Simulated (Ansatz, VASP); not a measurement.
Sn2PW3: VASP beside Ansatz

The input INCAR:

```
  PREC = Accurate
  ENCUT = 600
  EDIFF = 1E-6
  ISMEAR = 0
  SIGMA = 0.1
  LREAL = False
  LASPH = True
  NELM = 100
  ALGO = Normal
  ISIF = 3
  LWAVE = False
  LCHARG = False
  GGA = PE
  IBRION = 2
  NSW = 90
  EDIFFG = -0.04
```

Contents of KPOINTS:

```
Automatic mesh
0
Gamma
  6 6 4
```

File POSCAR:

```
Sn2PW3
1.0
    5.4363696381      0.0000000000      0.0000000000
   -2.7181848190      4.7080342109      0.0000000000
    0.0000000000      0.0000000000      4.7703520923
Sn P W
2 1 3
Direct
    0.6666666667      0.3333333333      0.0000000000
    0.3333333333      0.6666666667      0.0000000000
    0.0000000000      0.0000000000      0.0000000000
    0.5000000000      0.5000000000      0.5000000000
    0.5000000000      0.0000000000      0.5000000000
    0.0000000000      0.5000000000      0.5000000000
```

Input for Ansatz:

```yaml
crystal:
  lattice:
    - [5.4363696381, 0.0, 0.0]
    - [-2.718184819, 4.7080342109, 0.0]
    - [0.0, 0.0, 4.7703520923]
  atoms:
    - { symbol: Sn, position: [0.6666666667, 0.3333333333, 0.0] }
    - { symbol: Sn, position: [0.3333333333, 0.6666666667, 0.0] }
    - { symbol: P, position: [0.0, 0.0, 0.0] }
    - { symbol: W, position: [0.5, 0.5, 0.5] }
    - { symbol: W, position: [0.5, 0.0, 0.5] }
    - { symbol: W, position: [0.0, 0.5, 0.5] }
basis:
  ecutwfc: 420
kpoints:
  mp_grid: { grid: [6, 6, 4] }
hamiltonian:
  xc: pbe
scf:
  occupations: { method: gaussian, width: 0.1 }
  lower_state_search: "off"
output:
  forces: true
  stress: true
  eigenvalues: true
relax:
  adjacent_minimum: "off"
  f_tol: 0.04
  max_steps: 70
  cell: { stress_tol: 0.4 }
```

Change from the starting cell: species swapped into the LaNi2Rh3 type (P6/mmm, No. 191).

Alike in both runs: task relaxation of cell and atoms; functional PBE; k mesh 6 × 6 × 4; occupations gaussian, width 0.1 eV; no spin polarisation.

|  | VASP | Ansatz |
| --- | --- | --- |
| version | VASP 6.6.1 | Ansatz 0.2.0 |
| potentials or method | VASP PAW PBE potentials, release 64 (Sn_d, P, W_sv), cutoff 600 eV | scalar-relativistic, plane waves, PAW |
| valence electrons in the cell | 75 | 75 |

Ansatz gave:

```
gap on the k mesh at the Fermi level, each at its own relaxed structure (eV) : none
relaxed volume (Å³/atom)                                                     : 20.33
relaxed cell length with the largest relative difference (Å)                 : 4.728
```

Task: What did VASP give for the same quantities?

Result: gap on the k mesh at the Fermi level, each at its own relaxed structure (eV): none; relaxed volume (Å³/atom): 20.30; relaxed cell length with the largest relative difference (Å): 4.725.

A gap of «none» marks a metal or a gap that the smearing closes.

Neither program's run includes spin-orbit coupling.
